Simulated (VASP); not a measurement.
# Hf (P6_3/mmc) in VASP: further runs

Runs on Hf. Level: r2SCAN. Tasks: single point.

All numbers are computed with VASP 6.6.1; they aren't measurements. Logs are shortened: lines on timing, memory, paths and dates and some standing lists are left out, and cuts for length are marked.

## Step 1: The cell of the first run

The structure is hexagonal, space group P6_3/mmc (No. 194). The conventional cell has a = 3.199 Å, b = 3.199 Å, c = 5.051 Å, α = 90.00°, β = 90.00°, γ = 120.00°. Within 4.1 Å of Hf (site symmetry -6m2) lie 12 Hf at 3.13 to 3.20 Å.

## Step 2: Single point, r2SCAN

Contents of POSCAR:

```
Hf
1.0
    3.1987335297      0.0000000000      0.0000000000
   -1.5993667648      2.7701844966      0.0000000000
    0.0000000000      0.0000000000      5.0505021987
Hf
2
Direct
    0.3333333333      0.6666666667      0.2500000000
    0.6666666667      0.3333333333      0.7500000000
```

Contents of INCAR.step1:

```
PREC = Accurate
ENCUT = 520
ISMEAR = 0
SIGMA = 0.1
LREAL = F
LASPH = T
NELM = 100
NBANDS = 17
GGA = PE
ALGO = Normal
EDIFF = 1E-4
LWAVE = T
LCHARG = F
```

Contents of INCAR.step2:

```
PREC = Accurate
ENCUT = 520
EDIFF = 1E-6
ISMEAR = 0
SIGMA = 0.1
LREAL = F
LASPH = T
NELM = 100
ALGO = Normal
ISIF = 2
LWAVE = F
LCHARG = T
METAGGA = R2SCAN
LMIXTAU = T
LELF = T
LVHAR = T
NBANDS = 17
ISTART = 1
```

Contents of KPOINTS:

```
Automatic mesh
0
Gamma
  11 11 6
```

Potentials or basis: VASP PAW PBE potentials, release 64 (Hf_pv).

Run with:

```bash
cat potpaw_PBE.64/Hf_pv/POTCAR > POTCAR
cp INCAR.step1 INCAR
mpirun -np 1 vasp_std > vasp.out
cp INCAR.step2 INCAR
mpirun -np 1 vasp_std > vasp.out
```

OUTCAR:

```text
PREC = Accurate
   ENCUT = 520
   EDIFF = 1E-6
   ISMEAR = 0
   LREAL = F
   LASPH = T
   NELM = 100
   ISIF = 2
   METAGGA = R2SCAN
   ISTART = 1

 ion  position               nearest neighbor table
   1  0.333  0.667  0.250-   2 3.13   2 3.13   2 3.13   2 3.13   2 3.13   2 3.13
   2  0.667  0.333  0.750-   1 3.13   1 3.13   1 3.13   1 3.13   1 3.13   1 3.13

  LATTYP: Found a hexagonal cell.
 ALAT       =     3.1987335297
 C/A-ratio  =     1.5789068242

  Lattice vectors:

 A1 = (   3.1987335297,   0.0000000000,   0.0000000000)
 A2 = (  -1.5993667648,   2.7701844966,   0.0000000000)
 A3 = (   0.0000000000,   0.0000000000,   5.0505021987)

Analysis of symmetry for initial positions (statically):
=====================================================================
 Subroutine PRICEL returns:
 Original cell was already a primitive cell.

 Routine SETGRP: Setting up the symmetry group for a
 hexagonal supercell.

 Subroutine GETGRP returns: Found 24 space group operations
 (whereof 12 operations were pure point group operations)
 out of a pool of 24 trial point group operations.

The static configuration has the point symmetry D_3d.
 The point group associated with its full space group is D_6h.

Analysis of symmetry for dynamics (positions and initial velocities):
=====================================================================
 Subroutine PRICEL returns:
 Original cell was already a primitive cell.

 Routine SETGRP: Setting up the symmetry group for a
 hexagonal supercell.

 Subroutine GETGRP returns: Found 24 space group operations
 (whereof 12 operations were pure point group operations)
 out of a pool of 24 trial point group operations.

The dynamic configuration has the point symmetry D_3d.
 The point group associated with its full space group is D_6h.

 Subroutine INISYM returns: Found 24 space group operations
 (whereof 12 operations are pure point group operations),
 and found     1 'primitive' translations

----------------------------------------------------------------------------------------

                                     Primitive cell

  volume of cell :      44.7529

  direct lattice vectors                    reciprocal lattice vectors
     3.198733530  0.000000000  0.000000000     0.312623728  0.180493393  0.000000000
    -1.599366765  2.770184497  0.000000000     0.000000000  0.360986787  0.000000000
     0.000000000  0.000000000  5.050502199     0.000000000  0.000000000  0.198000112

  length of vectors
     3.198733530  3.198733530  5.050502199     0.360986787  0.360986787  0.198000112

  position of ions in fractional coordinates (direct lattice)
     0.333333333  0.666666667  0.250000000
     0.666666667  0.333333333  0.750000000

  ion indices of the primitive-cell ions
   primitive index   ion index
                 1           1
                 2           2

----------------------------------------------------------------------------------------

 KPOINTS: Automatic mesh

Automatic generation of k-mesh.
 Grid dimensions read from file:
 generate k-points for:   11   11    6

 Generating k-lattice:

  Cartesian coordinates                     Fractional coordinates (reciprocal lattice)
     0.028420339  0.016408490  0.000000000     0.090909091  0.000000000  0.000000000
     0.000000000  0.032816981  0.000000000     0.000000000  0.090909091  0.000000000
     0.000000000  0.000000000  0.033000019     0.000000000  0.000000000  0.166666667

  Length of vectors
     0.032816981  0.032816981  0.033000019

  Shift w.r.t. Gamma in fractional coordinates (k-lattice)
     0.000000000  0.000000000  0.000000000

 Subroutine IBZKPT returns following result:
 ===========================================

 Found     64 irreducible k-points:

 Following reciprocal coordinates:
            Coordinates               Weight
  0.000000  0.000000  0.000000      1.000000
  0.090909 -0.000000  0.000000      6.000000
  0.181818 -0.000000  0.000000      6.000000
  0.272727  0.000000  0.000000      6.000000
  0.363636  0.000000  0.000000      6.000000
  0.454545  0.000000  0.000000      6.000000
[... 16 lines left out ...]
  0.090909  0.090909  0.166667     12.000000
  0.181818  0.090909  0.166667     24.000000
 [... further k-points ...]
   k-points           NKPTS =     64   k-points in BZ     NKDIM =     64   number of bands    NBANDS=     17
   number of dos      NEDOS =    301   number of ions     NIONS =      2
   total plane-waves  NPLWV =  23040
   dimension x,y,z NGX =    24 NGY =   24 NGZ =   40
   dimension x,y,z NGXF=    48 NGYF=   48 NGZF=   80
   ions per type =               2
   NGX,Y,Z   is equivalent  to a cutoff of  12.47, 12.47, 13.17 a.u.
   NGXF,Y,Z  is equivalent  to a cutoff of  24.95, 24.95, 26.33 a.u.
 SYSTEM =  unknown system
   PREC   = accura    normal or accurate (medium, high low for compatibility)
   ISTART =      1    job   : 0-new  1-cont  2-samecut
   ICHARG =      0    charge: 1-file 2-atom 10-const
   ISPIN  =      1    spin polarized calculation?
   LNONCOLLINEAR =      F non collinear calculations
   LSORBIT =      F    spin-orbit coupling
   LASPH  =      T    aspherical Exc in radial PAW
   ENCUT  =  520.0 eV  38.22 Ry    6.18 a.u.   5.95  5.95  9.39*2*pi/ulx,y,z
   NELM   =    100;   NELMIN=  2; NELMDL=  0     # of ELM steps
   EDIFF  = 0.1E-05   stopping-criterion for ELM
   LREAL  =      F    real-space projection
   EDIFFG = 0.1E-04   stopping-criterion for IOM
   NSW    =      0    number of steps for IOM
   IBRION =     -1    ionic relax: 0-MD 1-quasi-New 2-CG
   NFREE  =      0    steps in history (QN), initial steepest desc. (CG)
   ISIF   =      2    stress and relaxation
   ISYM   =      2    0-nonsym 1-usesym 2-fastsym
   POTIM  = 0.5000    time-step for ionic-motion
   TEBEG  =    0.0;   TEEND  =   0.0 temperature during run
   PSTRESS=    0.0 pullay stress
   NELECT =      20.0000    total number of electrons
   NUPDOWN=      -1.0000    fix difference up-down
   EMIN   =  10.00;   EMAX   =-10.00  energy-range for DOS
   EFERMI =   0.00;   METHOD = LEGACY
   ISMEAR =     0;   SIGMA  =   0.10  broadening in eV -4-tet -1-fermi 0-gaus
   EFERMI_NEDOS =   21; number of points for ismear=-14 and -15
   IALGO  =     38    algorithm
   IMIX   =      4    mixing-type and parameters
     AMIX     =   0.40;   BMIX     =  1.00
     AMIX_MAG =   1.60;   BMIX_MAG =  1.00
  volume/ion in A,a.u.               =      22.38       151.00
  Fermi-wavevector in a.u.,A,eV,Ry     =   1.251635  2.365247 21.314756  1.566590
  Thomas-Fermi vector in A             =   2.385573
   LORBIT       =      0    0 simple, 1 ext, 2 COOP (PROOUT), +10 PAW based schemes
   METAGGA = R2SCAN    functional components
   LHFCALC =     F    Hartree Fock is set to
   AEXX    =    0.0000 exact exchange contribution
   IVDW    =     0    specifies the selected vdW correction
   LEPSILON=     F    determine dielectric tensor
   LRPA    =     F    only Hartree local field effects (RPA)
 non-spin polarized calculation
 Gauss-broadening in eV      SIGMA  =   0.10
  energy-cutoff  :      520.00
  volume of cell :       44.75
 maximum number of plane-waves:      1222
 NGX is ok and might be reduce to    24
   NGX = 11   NGY = 11   NGZ = 19

 number of electron      20.0000004 magnetization

 Free energy of the ion-electron system (eV)
  ---------------------------------------------------
  ext. energy  EPLUGINS =         0.00000000
  ---------------------------------------------------
  free energy    TOTEN  =       -90.30680529 eV

  energy without entropy =      -90.29997214  energy(sigma->0) =      -90.30338871

 E-fermi :   4.8290     XC(G=0): -12.1530

 val. band max:        4.8193757273   @ k =   0.1818  -0.0000   0.1667
 cond. band min:       4.8481248662   @ k =   0.3636   0.1818   0.3333
 fundamental gap:      0.0287491389
 Fermi energy:         4.8290211002

 k-point     1 :       0.0000    0.0000    0.0000
  band No.  band energies     occupation
      1     -27.4216      2.00000
      2     -26.6573      2.00000
      3     -26.6573      2.00000
      4     -26.5273      2.00000
      5     -26.5273      2.00000
      6     -26.5249      2.00000
[... 9 lines left out ...]
     16       7.7411      0.00000
     17      10.4842      0.00000

 k-point     2 :       0.0909   -0.0000    0.0000
  band No.  band energies     occupation
      1     -27.3994      2.00000
      2     -26.7038      2.00000
      3     -26.6730      2.00000
      4     -26.5762      2.00000
      5     -26.5350      2.00000
      6     -26.5333      2.00000
[... 9 lines left out ...]
     16       7.4954      0.00000
     17      10.6799      0.00000

 k-point     3 :       0.1818   -0.0000    0.0000
  band No.  band energies     occupation
      1     -27.3365      2.00000
      2     -26.8288      2.00000
      3     -26.7132      2.00000
      4     -26.7035      2.00000
      5     -26.5655      2.00000
      6     -26.5510      2.00000
[... 9 lines left out ...]
     16       7.9274      0.00000
     17      11.0587      0.00000

 k-point     4 :       0.2727    0.0000    0.0000
  band No.  band energies     occupation
      1     -27.2433      2.00000
      2     -26.9929      2.00000
      3     -26.8618      2.00000
      4     -26.7635      2.00000
      5     -26.6159      2.00000
      6     -26.5760      2.00000
[... 9 lines left out ...]
     16       8.9488      0.00000
     17      11.3776      0.00000

 k-point     5 :       0.3636    0.0000    0.0000
  band No.  band energies     occupation
      1     -27.1433      2.00000
      2     -27.1383      2.00000
      3     -27.0003      2.00000
      4     -26.8079      2.00000
      5     -26.6815      2.00000
      6     -26.6002      2.00000
[... 9 lines left out ...]
     16      10.1489      0.00000
     17      11.5685      0.00000

 k-point     6 :       0.4545    0.0000    0.0000
  band No.  band energies     occupation
      1     -27.2321      2.00000
      2     -27.0800      2.00000
      3     -27.0550      2.00000
      4     -26.8337      2.00000
      5     -26.7412      2.00000
      6     -26.6150      2.00000
[... 9 lines left out ...]
     16      11.2661      0.00000
     17      11.6502      0.00000

 k-point     7 :       0.0909    0.0909    0.0000
  band No.  band energies     occupation
      1     -27.3568      2.00000
      2     -26.7790      2.00000
      3     -26.7265      2.00000
      4     -26.6420      2.00000
      5     -26.5554      2.00000
      6     -26.5525      2.00000
[... 9 lines left out ...]
     16       7.7887      0.00000
     17      10.8907      0.00000

 k-point     8 :       0.1818    0.0909    0.0000
  band No.  band energies     occupation
      1     -27.2785      2.00000
      2     -26.9115      2.00000
      3     -26.8391      2.00000
      4     -26.7192      2.00000
      5     -26.5961      2.00000
      6     -26.5839      2.00000
[... 9 lines left out ...]
     16       8.7470      0.00000
     17      11.1466      0.00000
[... 203 lines left out ...]
      1     -27.2978      2.00000
      2     -26.8129      2.00000
      3     -26.7497      2.00000
      4     -26.7025      2.00000
      5     -26.5785      2.00000
      6     -26.5620      2.00000
[... 9 lines left out ...]
     16       8.0703      0.00000
     17      11.0008      0.00000

 k-point    20 :       0.2727    0.0000    0.1667
  band No.  band energies     occupation
      1     -27.2385      2.00000
      2     -26.9609      2.00000
      3     -26.8968      2.00000
      4     -26.7511      2.00000
      5     -26.6190      2.00000
      6     -26.5888      2.00000
[... 9 lines left out ...]
     16       8.8571      0.00000
     17      11.2108      0.00000

 k-point    21 :       0.3636    0.0000    0.1667
  band No.  band energies     occupation
      1     -27.2333      2.00000
      2     -27.0692      2.00000
      3     -26.9884      2.00000
      4     -26.7943      2.00000
      5     -26.6709      2.00000
      6     -26.6144      2.00000
[... 9 lines left out ...]
     16       9.9507      0.00000
     17      11.3579      0.00000

 k-point    22 :       0.4545    0.0000    0.1667
  band No.  band energies     occupation
      1     -27.2825      2.00000
      2     -27.1353      2.00000
      3     -26.9699      2.00000
      4     -26.8193      2.00000
      5     -26.7174      2.00000
      6     -26.6300      2.00000
[... 9 lines left out ...]
     16      11.0904      0.00000
     17      11.4965      0.00000

 k-point    23 :       0.0909    0.0909    0.1667
  band No.  band energies     occupation
      1     -27.3132      2.00000
      2     -26.7638      2.00000
      3     -26.7360      2.00000
      4     -26.6756      2.00000
      5     -26.5664      2.00000
      6     -26.5629      2.00000
[... 9 lines left out ...]
     16       8.1258      0.00000
     17      10.8800      0.00000

 k-point    24 :       0.1818    0.0909    0.1667
  band No.  band energies     occupation
      1     -27.2566      2.00000
      2     -26.8936      2.00000
      3     -26.8555      2.00000
      4     -26.7321      2.00000
      5     -26.6034      2.00000
      6     -26.5901      2.00000
[... 9 lines left out ...]
     16       8.7911      0.00000
     17      11.0355      0.00000

 [... further k-points ...]

------------------------ aborting loop because EDIFF is reached ----------------------------------------

  FORCE on cell =-STRESS in cart. coord.  units (eV):
  Direction    XX          YY          ZZ          XY          YZ          ZX
  --------------------------------------------------------------------------------------
  -------------------------------------------------------------------------------------
  Total       -0.1378864     -0.1378864     -0.1801315     -0.0000000      0.0000000     -0.0000000
  in kB       -4.9364023     -4.9364023     -6.4487994     -0.0000000      0.0000000     -0.0000000
  external PRESSURE =      -5.4405347 kB  Pullay stress =       0.0000000 kB

 VOLUME and BASIS-vectors are now :
 -----------------------------------------------------------------------------
  energy-cutoff  :      520.00
  volume of cell :       44.75
      direct lattice vectors                 reciprocal lattice vectors
     3.198733530  0.000000000  0.000000000     0.312623728  0.180493393  0.000000000
    -1.599366765  2.770184497  0.000000000     0.000000000  0.360986787  0.000000000
     0.000000000  0.000000000  5.050502199     0.000000000  0.000000000  0.198000112

 POSITION                                       TOTAL-FORCE (eV/Angst)
 -----------------------------------------------------------------------------------
     -0.00000      1.84679      1.26263        -0.000000      0.000000      0.000000
      1.59937      0.92339      3.78788         0.000000     -0.000000      0.000000
 -----------------------------------------------------------------------------------
    total drift:                               -0.000000      0.000000     -0.000000

  FREE ENERGIE OF THE ION-ELECTRON SYSTEM (eV)
  ---------------------------------------------------
  free  energy   TOTEN  =       -90.3068052858 eV

  energy  without entropy=      -90.2999721398  energy(sigma->0) =      -90.30338871
```

Wall time 99 s (1 thread of AMD EPYC 9R45 (Zen 5), shared host); peak memory 0.16 GiB.

Results:

- Free energy: -90.3068 eV
- Pressure: -0.5 GPa
- Band gap on the k mesh: zero (bands 10 and 11 overlap by 1.70 eV)

Caveat: the PAW data sets were made with another functional, which shifts forces and pressure a little; spin-orbit coupling is left out, which moves the levels of the heavy elements.

(Continued in part 2 of 2.)

The gap in the log of VASP goes by the Fermi energy; the results here count the filled bands.